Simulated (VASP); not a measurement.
Cs, 1 atom in the cell. It takes space group I4/mmm (No. 139, tetragonal). The conventional cell has a = 5.360 Å, b = 5.360 Å, c = 7.905 Å, α = 90.00°, β = 90.00°, γ = 90.00°. 

```yaml
Program: VASP 6.6.1
Task: relaxation of cell and atoms
Functional: PBE
Potentials_or_basis: VASP PAW PBE potentials, release 64 (Cs_sv)
Cutoff: 600 eV
k_mesh: 12 × 12 × 12
Occupations: gaussian, width 0.1 eV
Spin: no spin polarisation
Target_pressure: 3 GPa
Dipole_correction: no
Further_INCAR_settings: ALGO = Fast; EDIFF = 1e-06; IBRION = 2; EDIFFG = -0.008; NSW = 70; ISIF = 3
```

Potentials or basis: VASP PAW PBE potentials, release 64 (Cs_sv).

Command:

```console
$ cat potpaw_PBE.64/Cs_sv/POTCAR > POTCAR
$ mpirun -np 1 vasp_std > vasp.out
```

Hardware: 1 thread of Intel(R) Xeon(R) 6975P-C (Granite Rapids) (shared host).

Question: How long does it take, and how much memory?

Answer: It took 12 min on 1 thread of Intel(R) Xeon(R) 6975P-C (Granite Rapids) (shared host), peak memory 0.49 GiB. Counts: scf iterations 110, k points 163, ion steps 13.
